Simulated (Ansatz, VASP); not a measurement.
One calculation of CsSnI3, two programs

```
Cs Sn I
1.0
     6.42874    0.00000    0.00000
     0.00000    6.42874    0.00000
     0.00000    0.00000    6.19608
Cs Sn I
1 1 3
Direct
  0.00000 0.00000 0.00000
  0.50000 0.50000 0.50000
  0.50000 0.50000 0.00000
  0.50000 0.00000 0.50000
  0.00000 0.50000 0.50000
```

Change from the starting cell: epitaxial_xy strain +3.0%.

Alike in both runs: task single point; functional PBE; k mesh 4 × 4 × 4; occupations fermi-dirac, width 0.02 eV; no spin polarisation.

```csv
,VASP,Ansatz
version,VASP 6.6.1,Ansatz 0.2.0
potentials or method,"VASP PAW PBE potentials, release 64 (Cs_sv, Sn_d, I)","plane waves, PAW"
plane-wave cutoff (eV),520,420
valence electrons in the cell,44,74
```

|  | VASP | Ansatz | Ansatz less VASP |
| --- | --- | --- | --- |
| pressure (GPa) | -0.3 | -0.3 | +0.01 |
| traceless stress, the component that is largest in VASP (GPa) | 0.74 | 0.74 | -0.001 |

The functional is the same, so the differences come from potentials, cutoffs and numerics. VASP's potentials hold 44 valence electrons a cell and Ansatz's 74, so a difference there can come from the potentials and not from the codes.

Spin-orbit coupling is off throughout.
